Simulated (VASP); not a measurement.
Wanted: the native input for a VASP 6.6.1 run.

| Quantity | Value |
| --- | --- |
| Task | single point |
| Functional | revPBE |
| Potentials or basis | VASP PAW PBE potentials, release 64 (P) |
| Cutoff | 520 eV |
| k mesh | 11 × 11 × 11 |
| Occupations | fermi-dirac, width 0.1 eV |
| Spin | no spin polarisation |
| Dipole correction | no |
| Further INCAR settings | ALGO = Normal; EDIFF = 1e-06; NBANDS = 12 |

The structure of P lies in POSCAR:

```
P
1.0
    0.0000000000      2.6860371034      2.6860371034
    2.6860371034      0.0000000000      2.6860371034
    2.6860371034      2.6860371034      0.0000000000
P
2
Direct
    0.1250000000      0.1250000000      0.1250000000
    0.8750000000      0.8750000000      0.8750000000
```

This isn't the form of P at room conditions, which is orthorhombic.

These files were run (other wordings do the same):

INCAR

```
SYSTEM = P
ALGO = Normal
EDIFF = 1E-6
ENCUT = 520
GGA = RE
ISIF = 2
ISMEAR = -1
LASPH = .TRUE.
LCHARG = .FALSE.
LREAL = .FALSE.
LWAVE = .FALSE.
NBANDS = 12
NELM = 100
PREC = Accurate
SIGMA = 0.1
```

KPOINTS

```
k-points
0
G
  11 11 11
  0 0 0
```

Potentials or basis: VASP PAW PBE potentials, release 64 (P).

Run with:

```bash
$ cat potpaw_PBE.64/P/POTCAR > POTCAR
$ mpirun -np 1 vasp_std > vasp.out
```

It gave:

The pressure is 3.6 GPa. The band gap on the k mesh is zero (bands 5 and 6 overlap by 1.91 eV).

Caveat: the cell stands under pressure; the PAW data sets were made with another functional, which shifts forces and pressure a little.

Wall time 35 s on 1 thread of AMD EPYC 7571, with other jobs on the host, peak memory 0.12 GiB.
